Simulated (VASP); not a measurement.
# SrCl2 (R-3m) in VASP: settings compared, part 2 of 2

VASP 6.6.1. Earlier steps stand in the parts before.

### 3 Single point, r2SCAN

POSCAR

```
SrCl2
1.0
    2.4567214715      1.4183888029      4.0153159770
   -2.4567214715      1.4183888029      4.0153159770
    0.0000000000     -2.8367776058      4.0153159770
Sr Cl
1 2
Direct
    0.0000000000      0.0000000000      0.0000000000
    0.2499511369      0.2499511369      0.2499511369
    0.7500488631      0.7500488631      0.7500488631
```

INCAR.step1

```
ALGO = Normal
EDIFF = 1E-4
ENCUT = 520
GGA = PE
ISMEAR = 0
LASPH = T
LCHARG = F
LREAL = F
LWAVE = T
NBANDS = 19
NELM = 60
PREC = Accurate
SIGMA = 0.01
```

INCAR.step2

```
ALGO = Normal
EDIFF = 1E-6
ENCUT = 520
ISIF = 2
ISMEAR = 0
ISTART = 1
LASPH = T
LCHARG = F
LMIXTAU = T
LREAL = F
LWAVE = F
METAGGA = R2SCAN
NBANDS = 19
NELM = 60
PREC = Accurate
SIGMA = 0.01
```

KPOINTS

```
k-points
0
Gamma
  6 6 6
```

Potentials or basis: VASP PAW PBE potentials, release 64 (Sr_sv, Cl).

Run with:

```sh
cat potpaw_PBE.64/Sr_sv/POTCAR potpaw_PBE.64/Cl/POTCAR > POTCAR
cp INCAR.step1 INCAR
mpirun -np 1 vasp_std > vasp.out
cp INCAR.step2 INCAR
mpirun -np 1 vasp_std > vasp.out
```

OUTCAR:

```text
EDIFF = 1E-6
   ENCUT = 520
   ISIF = 2
   ISMEAR = 0
   ISTART = 1
   LASPH = T
   LREAL = F
   METAGGA = R2SCAN
   NELM = 60
   PREC = Accurate

 ion  position               nearest neighbor table
   1  0.000  0.000  0.000-   3 3.01   3 3.01   2 3.01   2 3.01   3 3.01   2 3.01   3 3.01   2 3.01

   2  0.250  0.250  0.250-   1 3.01   1 3.01   1 3.01   1 3.01
   3  0.750  0.750  0.750-   1 3.01   1 3.01   1 3.01   1 3.01

  LATTYP: Found a trigonal (rhomboedric) cell.
 ALAT       =     4.9163064978
 COS(alpha) =     0.5005822910

  Lattice vectors:

 A1 = (   2.4567214715,   1.4183888029,   4.0153159770)
 A2 = (  -2.4567214715,   1.4183888029,   4.0153159770)
 A3 = (   0.0000000000,  -2.8367776058,   4.0153159770)

Analysis of symmetry for initial positions (statically):
=====================================================================
 Subroutine PRICEL returns:
 Original cell was already a primitive cell.

 Routine SETGRP: Setting up the symmetry group for a
 trigonal (rhombohedral) supercell.

 Subroutine GETGRP returns: Found 12 space group operations
 (whereof 12 operations were pure point group operations)
 out of a pool of 12 trial point group operations.

The static configuration has the point symmetry D_3d.

Analysis of symmetry for dynamics (positions and initial velocities):
=====================================================================
 Subroutine PRICEL returns:
 Original cell was already a primitive cell.

 Routine SETGRP: Setting up the symmetry group for a
 trigonal (rhombohedral) supercell.

 Subroutine GETGRP returns: Found 12 space group operations
 (whereof 12 operations were pure point group operations)
 out of a pool of 12 trial point group operations.

The dynamic configuration has the point symmetry D_3d.

 Subroutine INISYM returns: Found 12 space group operations
 (whereof 12 operations are pure point group operations),
 and found     1 'primitive' translations

----------------------------------------------------------------------------------------

                                     Primitive cell

  volume of cell :      83.9503

  direct lattice vectors                    reciprocal lattice vectors
     2.456721471  1.418388803  4.015315977     0.203523275  0.117504218  0.083015468
    -2.456721471  1.418388803  4.015315977    -0.203523275  0.117504218  0.083015468
     0.000000000 -2.836777606  4.015315977     0.000000000 -0.235008435  0.083015468

  length of vectors
     4.916306498  4.916306498  4.916306498     0.249239910  0.249239910  0.249239910

  position of ions in fractional coordinates (direct lattice)
     0.000000000  0.000000000  0.000000000
     0.249951137  0.249951137  0.249951137
     0.750048863  0.750048863  0.750048863

  ion indices of the primitive-cell ions
   primitive index   ion index
                 1           1
                 2           2
                 3           3

----------------------------------------------------------------------------------------

 KPOINTS: k-points

Automatic generation of k-mesh.
 Grid dimensions read from file:
 generate k-points for:    6    6    6

 Generating k-lattice:

  Cartesian coordinates                     Fractional coordinates (reciprocal lattice)
     0.033920546  0.019584036  0.013835911     0.166666667 -0.000000000 -0.000000000
    -0.033920546  0.019584036  0.013835911    -0.000000000  0.166666667 -0.000000000
     0.000000000 -0.039168073  0.013835911    -0.000000000 -0.000000000  0.166666667

  Length of vectors
     0.041539985  0.041539985  0.041539985

  Shift w.r.t. Gamma in fractional coordinates (k-lattice)
     0.000000000  0.000000000  0.000000000

 Subroutine IBZKPT returns following result:
 ===========================================

 Found     32 irreducible k-points:

 Following reciprocal coordinates:
            Coordinates               Weight
  0.000000  0.000000  0.000000      1.000000
  0.166667  0.000000 -0.000000      6.000000
  0.333333 -0.000000 -0.000000      6.000000
  0.500000  0.000000  0.000000      3.000000
  0.166667  0.166667 -0.000000      6.000000
  0.333333  0.166667  0.000000     12.000000
[... 16 lines left out ...]
  0.500000  0.500000  0.166667      6.000000
 -0.333333  0.500000  0.166667     12.000000
 [... further k-points ...]
   k-points           NKPTS =     32   k-points in BZ     NKDIM =     32   number of bands    NBANDS=     19
   number of dos      NEDOS =    301   number of ions     NIONS =      3
   total plane-waves  NPLWV =  64000
   dimension x,y,z NGX =    40 NGY =   40 NGZ =   40
   dimension x,y,z NGXF=    80 NGYF=   80 NGZF=   80
   ions per type =               1   2
   NGX,Y,Z   is equivalent  to a cutoff of  13.53, 13.53, 13.53 a.u.
   NGXF,Y,Z  is equivalent  to a cutoff of  27.05, 27.05, 27.05 a.u.
 SYSTEM =  unknown system
   PREC   = accura    normal or accurate (medium, high low for compatibility)
   ISTART =      1    job   : 0-new  1-cont  2-samecut
   ICHARG =      0    charge: 1-file 2-atom 10-const
   ISPIN  =      1    spin polarized calculation?
   LNONCOLLINEAR =      F non collinear calculations
   LSORBIT =      F    spin-orbit coupling
   LASPH  =      T    aspherical Exc in radial PAW
   ENCUT  =  520.0 eV  38.22 Ry    6.18 a.u.   9.14  9.14  9.14*2*pi/ulx,y,z
   NELM   =     60;   NELMIN=  2; NELMDL=  0     # of ELM steps
   EDIFF  = 0.1E-05   stopping-criterion for ELM
   LREAL  =      F    real-space projection
   EDIFFG = 0.1E-04   stopping-criterion for IOM
   NSW    =      0    number of steps for IOM
   IBRION =     -1    ionic relax: 0-MD 1-quasi-New 2-CG
   NFREE  =      0    steps in history (QN), initial steepest desc. (CG)
   ISIF   =      2    stress and relaxation
   ISYM   =      2    0-nonsym 1-usesym 2-fastsym
   POTIM  = 0.5000    time-step for ionic-motion
   TEBEG  =    0.0;   TEEND  =   0.0 temperature during run
   PSTRESS=    0.0 pullay stress
   NELECT =      24.0000    total number of electrons
   NUPDOWN=      -1.0000    fix difference up-down
   EMIN   =  10.00;   EMAX   =-10.00  energy-range for DOS
   EFERMI =   0.00;   METHOD = LEGACY
   ISMEAR =     0;   SIGMA  =   0.01  broadening in eV -4-tet -1-fermi 0-gaus
   EFERMI_NEDOS =   21; number of points for ismear=-14 and -15
   IALGO  =     38    algorithm
   IMIX   =      4    mixing-type and parameters
     AMIX     =   0.40;   BMIX     =  1.00
     AMIX_MAG =   1.60;   BMIX_MAG =  1.00
  volume/ion in A,a.u.               =      27.98       188.84
  Fermi-wavevector in a.u.,A,eV,Ry     =   1.078461  2.037996 15.824644  1.163079
  Thomas-Fermi vector in A             =   2.214400
   LORBIT       =      0    0 simple, 1 ext, 2 COOP (PROOUT), +10 PAW based schemes
   METAGGA = R2SCAN    functional components
   LHFCALC =     F    Hartree Fock is set to
   AEXX    =    0.0000 exact exchange contribution
   IVDW    =     0    specifies the selected vdW correction
   LEPSILON=     F    determine dielectric tensor
   LRPA    =     F    only Hartree local field effects (RPA)
 non-spin polarized calculation
 Gauss-broadening in eV      SIGMA  =   0.01
  energy-cutoff  :      520.00
  volume of cell :       83.95
 maximum number of plane-waves:      2285
 NGX is ok and might be reduce to    40
   NGX = 19   NGY = 19   NGZ = 19

 number of electron      24.0000003 magnetization

 Free energy of the ion-electron system (eV)
  ---------------------------------------------------
  ext. energy  EPLUGINS =         0.00000000
  ---------------------------------------------------
  free energy    TOTEN  =       -35.69219602 eV

  energy without entropy =      -35.69219602  energy(sigma->0) =      -35.69219602

 E-fermi :  -0.0620     XC(G=0):  -8.8198

 val. band max:       -0.1463598924   @ k =   0.5000   0.5000   0.0000
 cond. band min:       5.8374835276   @ k =   0.5000   0.5000   0.0000
 fundamental gap:      5.9838434200
 Fermi energy:        -0.0619993710

 k-point     1 :       0.0000    0.0000    0.0000
  band No.  band energies     occupation
      1     -34.0595      2.00000
      2     -15.4345      2.00000
      3     -15.4344      2.00000
      4     -15.4344      2.00000
      5     -14.0700      2.00000
      6     -13.1716      2.00000
[... 11 lines left out ...]
     18       9.5009      0.00000
     19       9.9892      0.00000
[... 485 lines left out ...]
 k-point    24 :      -0.3333    0.5000    0.1667
  band No.  band energies     occupation
      1     -34.0548      2.00000
      2     -15.7599      2.00000
      3     -15.5739      2.00000
      4     -15.4695      2.00000
      5     -13.4165      2.00000
      6     -13.2845      2.00000
[... 11 lines left out ...]
     18      10.3520      0.00000
     19      10.6886      0.00000

 [... further k-points ...]
[... 5 lines left out ...]
  --------------------------------------------------------------------------------------
  -------------------------------------------------------------------------------------
  Total        0.4177655      0.4177655      0.4077807      0.0000000     -0.0000000      0.0000000
  in kB        7.9729846      7.9729846      7.7824269      0.0000000     -0.0000000      0.0000000
  external PRESSURE =       7.9094653 kB  Pullay stress =       0.0000000 kB

 VOLUME and BASIS-vectors are now :
 -----------------------------------------------------------------------------
  energy-cutoff  :      520.00
  volume of cell :       83.95
      direct lattice vectors                 reciprocal lattice vectors
     2.456721471  1.418388803  4.015315977     0.203523275  0.117504218  0.083015468
    -2.456721471  1.418388803  4.015315977    -0.203523275  0.117504218  0.083015468
     0.000000000 -2.836777606  4.015315977     0.000000000 -0.235008435  0.083015468

 POSITION                                       TOTAL-FORCE (eV/Angst)
 -----------------------------------------------------------------------------------
      0.00000      0.00000      0.00000         0.000000      0.000000      0.000000
      0.00000      0.00000      3.01090         0.000000      0.000000     -0.000169
      0.00000      0.00000      9.03505         0.000000     -0.000000      0.000169
 -----------------------------------------------------------------------------------
    total drift:                               -0.000000     -0.000000      0.000000

  FREE ENERGIE OF THE ION-ELECTRON SYSTEM (eV)
  ---------------------------------------------------
  free  energy   TOTEN  =       -35.6921960235 eV

  energy  without entropy=      -35.6921960235  energy(sigma->0) =      -35.69219602
```

OUTCAR.step1:

```text
EDIFF = 1E-4
   ENCUT = 520
   GGA = PE
   ISMEAR = 0
[... 756 lines left out ...]
      0.00000      0.00000      0.00000         0.000000     -0.000000     -0.000000
      0.00000      0.00000      3.01090         0.000000     -0.000000     -0.000139
      0.00000      0.00000      9.03505         0.000000      0.000000      0.000139
 -----------------------------------------------------------------------------------
    total drift:                               -0.000000     -0.000000      0.000000

  FREE ENERGIE OF THE ION-ELECTRON SYSTEM (eV)
  ---------------------------------------------------
  free  energy   TOTEN  =       -12.7743835001 eV

  energy  without entropy=      -12.7743835001  energy(sigma->0) =      -12.77438350
```

Wall time 1.8 min (1 thread of Intel Xeon 6975P-C (Granite Rapids), shared host); peak memory 0.28 GiB.

Results:

- Free energy: -35.6922 eV
- Pressure: 0.8 GPa
- Band gap on the k mesh: 5.98 eV

Levels at points of the mesh, in eV from the valence-band top:
```tsv
k point	band 8	band 9	band 10	band 11	band 12	band 13	band 14	band 15	band 16	band 17
(0.00, 0.00, 0.00)	-2.19	-2.19	-0.35	-0.35	-0.35	6.01	6.68	6.68	9.64	9.65
(0.50, 0.00, 0.00)	-1.61	-1.51	-1.37	-1.08	-1.08	7.30	7.31	8.25	8.30	9.39
(0.50, 0.50, 0.00)	-1.95	-1.95	-0.41	-0.41	0.00	5.98	7.82	8.25	8.74	8.74
(0.50, 0.50, 0.50)	-1.61	-1.50	-1.37	-1.08	-1.08	7.30	7.30	8.24	8.29	9.39
```

Caveat: the PAW data sets were made with another functional, which shifts forces and pressure a little.
